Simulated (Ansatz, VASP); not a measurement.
HfWF3 in VASP and in Ansatz

```
Hf W F
1.0
     4.23980    0.00000    0.00000
     0.00000    4.23980    0.00000
     0.00000    0.00000    4.23980
Hf W F
1 1 3
Direct
  0.50000 0.50000 0.50000
  0.00000 0.00000 0.00000
  0.50000 0.00000 0.00000
  0.00000 0.50000 0.00000
  0.00000 0.00000 0.50000
```

Change from the starting cell: species swapped into the DyRu3C type (Pm-3m, No. 221).

Alike in both runs: functional PBE; k mesh 10 × 10 × 10; occupations gaussian, width 0.1 eV; no spin polarisation.

Ansatz relaxed the structure, and its values are those at the end. VASP's run is a single point on that final structure, the one shown.

|  | VASP | Ansatz |
| --- | --- | --- |
| version | VASP 6.6.1 | Ansatz 0.2.0 |
| potentials or method | VASP PAW PBE potentials, release 64 (Hf_pv, W_sv, F), cutoff 520 eV | scalar-relativistic, plane waves, PAW |
| valence electrons in the cell | 45 | 61 |

Ansatz gave:

| Item | Value |
| --- | --- |
| gap on the k mesh at the Fermi level (eV) | none |
| pressure (GPa) | 0.0 |

Task: Estimate VASP's values.

Result: gap on the k mesh at the Fermi level (eV): none; pressure (GPa): 0.2.

A gap of «none» marks a metal or a gap that the smearing closes. With one functional, cell and mesh, what is left measures potentials, basis and numerics. VASP's potentials hold 45 valence electrons a cell and Ansatz's 61, so a difference there can come from the potentials and not from the codes.

Spin-orbit coupling is off throughout.
